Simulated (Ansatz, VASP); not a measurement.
## Sb in VASP and in Ansatz

The input POSCAR:

```
Sb
1.0
    3.2490605637      0.0000000000      0.0000000000
    0.0000000000      3.2490605637      0.0000000000
    0.0000000000      0.0000000000      2.9891357186
Sb
1
Direct
    0.0000000000      0.0000000000      0.0000000000
```

The input INCAR.step1:

```
PREC = Accurate
ENCUT = 520
ISMEAR = 0
SIGMA = 0.15
LREAL = False
LASPH = True
NELM = 100
NBANDS = 8
GGA = PE
ALGO = Normal
EDIFF = 1E-4
LWAVE = True
LCHARG = False
```

Contents of INCAR.step2:

```
PREC = Accurate
ENCUT = 520
EDIFF = 1E-6
ISMEAR = 0
SIGMA = 0.15
LREAL = False
LASPH = True
NELM = 100
ALGO = Normal
ISIF = 2
LWAVE = False
LCHARG = False
METAGGA = R2SCAN
LMIXTAU = True
NBANDS = 8
ISTART = 1
```

File KPOINTS:

```
Automatic mesh
0
Gamma
  16 16 16
```

Input for Ansatz:

```yaml
crystal:
  lattice:
    - [3.2490605637, 0.0, 0.0]
    - [0.0, 3.2490605637, 0.0]
    - [0.0, 0.0, 2.9891357186]
  atoms:
    - { symbol: Sb, position: [0.0, 0.0, 0.0] }
basis:
  ecutwfc: 500
kpoints:
  mp_grid: { grid: [16, 16, 16] }
hamiltonian:
  xc: r2scan
scf:
  occupations: { method: gaussian, width: 0.15 }
output:
  forces: true
  stress: true
  eigenvalues: true
```

Alike in both runs: task single point; functional r2SCAN; k mesh 16 × 16 × 16; occupations gaussian, width 0.15 eV; no spin polarisation.

|  | VASP | Ansatz |
| --- | --- | --- |
| version | VASP 6.6.1 | Ansatz 0.2.0 |
| potentials or method | VASP PAW PBE potentials, release 64 (Sb), cutoff 520 eV | scalar-relativistic, plane waves, PAW |
| valence electrons in the cell | 5 | 15 |

|  | VASP | Ansatz | Ansatz less VASP |
| --- | --- | --- | --- |
| gap on the k mesh at the Fermi level (eV) | none | none | - |
| pressure (GPa) | -3.0 | -3.0 | 0.00 |
| traceless stress, the component that is largest in VASP (GPa) | 5.88 | 5.84 | -0.041 |

VASP's potentials were made for PBE, not for r2SCAN. A gap of «none» marks a metal or a gap that the smearing closes. VASP's potentials hold 5 valence electrons a cell and Ansatz's 15, so a difference there can come from the potentials and not from the codes.

Neither program's run includes spin-orbit coupling.
